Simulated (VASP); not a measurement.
# In (P6/mmm) in VASP: single point with PBE

Aim: the single point of In with PBE.

Everything below comes from runs of VASP 6.6.1. Logs are shortened: lines on timing, memory, paths and dates and some standing lists are left out, and cuts for length are marked.

### 1 The cell of the first run

The structure is hexagonal, space group P6/mmm (No. 191). Conventional cell: a = 5.401 Å, b = 5.401 Å, c = 3.318 Å, α = 90.00°, β = 90.00°, γ = 120.00°. In (site symmetry 6/mmm) has 14 In at 3.32 to 3.53 Å within 4.4 Å. Within 4.1 Å of In (site symmetry -6m2) lie 11 In at 3.12 to 3.53 Å.

### 2 Single point, PBE

File INCAR:

```
SYSTEM = In
ALGO = Normal ; EDIFF = 1E-6
ENCUT = 520 ; GGA = PE
ISIF = 2 ; ISMEAR = -1
LASPH = .TRUE. ; LCHARG = .TRUE.
LELF = .TRUE. ; LREAL = .FALSE.
LVHAR = .TRUE. ; LWAVE = .FALSE.
NBANDS = 26 ; NELM = 100
PREC = Accurate ; SIGMA = 0.1
```

File KPOINTS:

```
k-points
0
G
  8 8 10
  0 0 0
```

File POSCAR:

```
In
1.0
    5.4007920269      0.0000000000      0.0000000000
   -2.7003960135      4.6772230958      0.0000000000
    0.0000000000      0.0000000000      3.3183360954
In
3
Direct
    0.0000000000      0.0000000000      0.0000000000
    0.3333333333      0.6666666667      0.5000000000
    0.6666666667      0.3333333333      0.5000000000
```

Potentials or basis: VASP PAW PBE potentials, release 64 (In_d).

Started as:

```console
cat potpaw_PBE.64/In_d/POTCAR > POTCAR
mpirun -np 1 vasp_std > vasp.out
```

OUTCAR:

```text
SYSTEM = In
   EDIFF = 1E-6
   ENCUT = 520
   GGA = PE
   ISIF = 2
   ISMEAR = -1
   LASPH = .TRUE.
   LREAL = .FALSE.
   NELM = 100
   PREC = Accurate

 ion  position               nearest neighbor table
   1  0.000  0.000  0.000-   2 3.53   3 3.53   2 3.53   3 3.53   2 3.53   2 3.53   3 3.53   3 3.53
                             3 3.53   3 3.53   2 3.53   2 3.53
   2  0.333  0.667  0.500-   3 3.12   3 3.12   3 3.12   1 3.53   1 3.53   1 3.53   1 3.53   1 3.53
                             1 3.53
   3  0.667  0.333  0.500-   2 3.12   2 3.12   2 3.12   1 3.53   1 3.53   1 3.53   1 3.53   1 3.53
                             1 3.53

  LATTYP: Found a hexagonal cell.
 ALAT       =     5.4007920269
 C/A-ratio  =     0.6144165668

  Lattice vectors:

 A1 = (   5.4007920269,   0.0000000000,   0.0000000000)
 A2 = (  -2.7003960135,   4.6772230958,   0.0000000000)
 A3 = (   0.0000000000,   0.0000000000,   3.3183360954)

Analysis of symmetry for initial positions (statically):
=====================================================================
 Subroutine PRICEL returns:
 Original cell was already a primitive cell.

 Routine SETGRP: Setting up the symmetry group for a
 hexagonal supercell.

 Subroutine GETGRP returns: Found 24 space group operations
 (whereof 24 operations were pure point group operations)
 out of a pool of 24 trial point group operations.

The static configuration has the point symmetry D_6h.

Analysis of symmetry for dynamics (positions and initial velocities):
=====================================================================
 Subroutine PRICEL returns:
 Original cell was already a primitive cell.

 Routine SETGRP: Setting up the symmetry group for a
 hexagonal supercell.

 Subroutine GETGRP returns: Found 24 space group operations
 (whereof 24 operations were pure point group operations)
 out of a pool of 24 trial point group operations.

The dynamic configuration has the point symmetry D_6h.

 Subroutine INISYM returns: Found 24 space group operations
 (whereof 24 operations are pure point group operations),
 and found     1 'primitive' translations

----------------------------------------------------------------------------------------

                                     Primitive cell

  volume of cell :      83.8235

  direct lattice vectors                    reciprocal lattice vectors
     5.400792027  0.000000000  0.000000000     0.185158028  0.106901037  0.000000000
    -2.700396013  4.677223096  0.000000000     0.000000000  0.213802074  0.000000000
     0.000000000  0.000000000  3.318336095     0.000000000  0.000000000  0.301355852

  length of vectors
     5.400792027  5.400792027  3.318336095     0.213802074  0.213802074  0.301355852

  position of ions in fractional coordinates (direct lattice)
     0.000000000  0.000000000  0.000000000
     0.333333333  0.666666667  0.500000000
     0.666666667  0.333333333  0.500000000

  ion indices of the primitive-cell ions
   primitive index   ion index
                 1           1
                 2           2
                 3           3

----------------------------------------------------------------------------------------

 KPOINTS: k-points

Automatic generation of k-mesh.
 Grid dimensions read from file:
 generate k-points for:    8    8   10

 Generating k-lattice:

  Cartesian coordinates                     Fractional coordinates (reciprocal lattice)
     0.023144753  0.013362630  0.000000000     0.125000000  0.000000000  0.000000000
     0.000000000  0.026725259  0.000000000     0.000000000  0.125000000  0.000000000
     0.000000000  0.000000000  0.030135585     0.000000000  0.000000000  0.100000000

  Length of vectors
     0.026725259  0.026725259  0.030135585

  Shift w.r.t. Gamma in fractional coordinates (k-lattice)
     0.000000000  0.000000000  0.000000000

 Subroutine IBZKPT returns following result:
 ===========================================

 Found     60 irreducible k-points:

 Following reciprocal coordinates:
            Coordinates               Weight
  0.000000  0.000000  0.000000      1.000000
  0.125000  0.000000  0.000000      6.000000
  0.250000  0.000000  0.000000      6.000000
  0.375000  0.000000  0.000000      6.000000
  0.500000  0.000000  0.000000      3.000000
  0.125000  0.125000  0.000000      6.000000
[... 16 lines left out ...]
  0.250000  0.000000  0.200000     12.000000
  0.375000  0.000000  0.200000     12.000000
 [... further k-points ...]
   k-points           NKPTS =     60   k-points in BZ     NKDIM =     60   number of bands    NBANDS=     26
   number of dos      NEDOS =    301   number of ions     NIONS =      3
   total plane-waves  NPLWV =  44800
   dimension x,y,z NGX =    40 NGY =   40 NGZ =   28
   dimension x,y,z NGXF=    80 NGYF=   80 NGZF=   56
   ions per type =               3
   NGX,Y,Z   is equivalent  to a cutoff of  12.31, 12.31, 14.03 a.u.
   NGXF,Y,Z  is equivalent  to a cutoff of  24.63, 24.63, 28.06 a.u.
 SYSTEM =  In
   PREC   = accura    normal or accurate (medium, high low for compatibility)
   ISTART =      0    job   : 0-new  1-cont  2-samecut
   ICHARG =      2    charge: 1-file 2-atom 10-const
   ISPIN  =      1    spin polarized calculation?
   LNONCOLLINEAR =      F non collinear calculations
   LSORBIT =      F    spin-orbit coupling
   LASPH  =      T    aspherical Exc in radial PAW
   ENCUT  =  520.0 eV  38.22 Ry    6.18 a.u.  10.04 10.04  6.17*2*pi/ulx,y,z
   NELM   =    100;   NELMIN=  2; NELMDL= -5     # of ELM steps
   EDIFF  = 0.1E-05   stopping-criterion for ELM
   LREAL  =      F    real-space projection
   EDIFFG = 0.1E-04   stopping-criterion for IOM
   NSW    =      0    number of steps for IOM
   IBRION =     -1    ionic relax: 0-MD 1-quasi-New 2-CG
   NFREE  =      0    steps in history (QN), initial steepest desc. (CG)
   ISIF   =      2    stress and relaxation
   ISYM   =      2    0-nonsym 1-usesym 2-fastsym
   POTIM  = 0.5000    time-step for ionic-motion
   TEBEG  =    0.0;   TEEND  =   0.0 temperature during run
   PSTRESS=    0.0 pullay stress
   NELECT =      39.0000    total number of electrons
   NUPDOWN=      -1.0000    fix difference up-down
   EMIN   =  10.00;   EMAX   =-10.00  energy-range for DOS
   EFERMI =   0.00;   METHOD = LEGACY
   ISMEAR =    -1;   SIGMA  =   0.10  broadening in eV -4-tet -1-fermi 0-gaus
   EFERMI_NEDOS =   21; number of points for ismear=-14 and -15
   IALGO  =     38    algorithm
   IMIX   =      4    mixing-type and parameters
     AMIX     =   0.40;   BMIX     =  1.00
     AMIX_MAG =   1.60;   BMIX_MAG =  1.00
  volume/ion in A,a.u.               =      27.94       188.56
  Fermi-wavevector in a.u.,A,eV,Ry     =   1.268550  2.397213 21.894769  1.609220
  Thomas-Fermi vector in A             =   2.401639
   LORBIT       =      0    0 simple, 1 ext, 2 COOP (PROOUT), +10 PAW based schemes
   GGA     = PE    functional components
   LHFCALC =     F    Hartree Fock is set to
   AEXX    =    0.0000 exact exchange contribution
   IVDW    =     0    specifies the selected vdW correction
   LEPSILON=     F    determine dielectric tensor
   LRPA    =     F    only Hartree local field effects (RPA)
 non-spin polarized calculation
  energy-cutoff  :      520.00
  volume of cell :       83.82
 maximum number of plane-waves:      2284
   NGX = 21   NGY = 21   NGZ = 13

 number of electron      39.0000007 magnetization

 Free energy of the ion-electron system (eV)
  ---------------------------------------------------
  ext. energy  EPLUGINS =         0.00000000
  ---------------------------------------------------
  free energy    TOTEN  =        -7.63546894 eV

  energy without entropy =       -7.58389005  energy(sigma->0) =       -7.60967949

 E-fermi :   6.8165     XC(G=0):  -9.9395

 val. band max:        6.7739663755   @ k =   0.2500   0.2500   0.0000
 cond. band min:       6.8797409890   @ k =   0.2500   0.0000   0.5000
 fundamental gap:      0.1057746135
 Fermi energy:         6.8164673027

 k-point     1 :       0.0000    0.0000    0.0000
  band No.  band energies     occupation
      1      -7.9985      2.00000
      2      -7.7987      2.00000
      3      -7.7957      2.00000
      4      -7.7957      2.00000
      5      -7.7799      2.00000
      6      -7.6896      2.00000
[... 18 lines left out ...]
     25      17.1985      0.00000
     26      17.2577      0.00000

 k-point     2 :       0.1250    0.0000    0.0000
  band No.  band energies     occupation
      1      -7.9927      2.00000
      2      -7.8316      2.00000
      3      -7.8173      2.00000
      4      -7.8022      2.00000
      5      -7.7628      2.00000
      6      -7.7058      2.00000
[... 18 lines left out ...]
     25      16.2455      0.00000
     26      16.7223      0.00000

 k-point     3 :       0.2500    0.0000    0.0000
  band No.  band energies     occupation
      1      -7.9777      2.00000
      2      -7.8822      2.00000
      3      -7.8557      2.00000
      4      -7.8130      2.00000
      5      -7.7698      2.00000
      6      -7.7272      2.00000
[... 18 lines left out ...]
     25      15.0502      0.00000
     26      15.0882      0.00000

 k-point     4 :       0.3750    0.0000    0.0000
  band No.  band energies     occupation
      1      -7.9617      2.00000
      2      -7.9224      2.00000
      3      -7.8839      2.00000
      4      -7.8275      2.00000
      5      -7.7786      2.00000
      6      -7.7419      2.00000
[... 18 lines left out ...]
     25      13.2474      0.00000
     26      14.5163      0.00000
[... 496 lines left out ...]
      1      -7.8975      2.00000
      2      -7.8259      2.00000
      3      -7.8225      2.00000
      4      -7.7954      2.00000
      5      -7.7881      2.00000
      6      -7.7196      2.00000
[... 18 lines left out ...]
     25      13.2358      0.00000
     26      14.5538      0.00000

 k-point    23 :       0.2500    0.0000    0.2000
  band No.  band energies     occupation
      1      -7.9059      2.00000
      2      -7.8662      2.00000
      3      -7.8472      2.00000
      4      -7.7914      2.00000
      5      -7.7719      2.00000
      6      -7.7133      2.00000
[... 18 lines left out ...]
     25      12.7391      0.00000
     26      13.9537      0.00000

 k-point    24 :       0.3750    0.0000    0.2000
  band No.  band energies     occupation
      1      -7.9178      2.00000
      2      -7.8927      2.00000
      3      -7.8554      2.00000
      4      -7.7836      2.00000
      5      -7.7639      2.00000
      6      -7.7124      2.00000
[... 18 lines left out ...]
     25      12.5315      0.00000
     26      12.8546      0.00000

 [... further k-points ...]
[... 5 lines left out ...]
  --------------------------------------------------------------------------------------
  -------------------------------------------------------------------------------------
  Total       -0.0141905     -0.0141905     -0.0320651      0.0000000     -0.0000000      0.0000000
  in kB       -0.2712332     -0.2712332     -0.6128835      0.0000000     -0.0000000      0.0000000
  external PRESSURE =      -0.3851167 kB  Pullay stress =       0.0000000 kB

 VOLUME and BASIS-vectors are now :
 -----------------------------------------------------------------------------
  energy-cutoff  :      520.00
  volume of cell :       83.82
      direct lattice vectors                 reciprocal lattice vectors
     5.400792027  0.000000000  0.000000000     0.185158028  0.106901037  0.000000000
    -2.700396013  4.677223096  0.000000000     0.000000000  0.213802074  0.000000000
     0.000000000  0.000000000  3.318336095     0.000000000  0.000000000  0.301355852

 POSITION                                       TOTAL-FORCE (eV/Angst)
 -----------------------------------------------------------------------------------
      0.00000      0.00000      0.00000        -0.000000      0.000000      0.000000
     -0.00000      3.11815      1.65917        -0.000000      0.000000      0.000000
      2.70040      1.55907      1.65917         0.000000     -0.000000      0.000000
 -----------------------------------------------------------------------------------
    total drift:                               -0.000000      0.000000      0.000000

  FREE ENERGIE OF THE ION-ELECTRON SYSTEM (eV)
  ---------------------------------------------------
  free  energy   TOTEN  =        -7.6354689394 eV

  energy  without entropy=       -7.5838900479  energy(sigma->0) =       -7.60967949
```

Wall time 57 s (1 thread of Intel Xeon 6975P-C (Granite Rapids), shared host); peak memory 0.25 GiB.

Results:

```
Free energy : -7.6355 eV
Pressure    : 0.0 GPa
```

Caveat: spin-orbit coupling is left out, which moves the levels of the heavy elements.
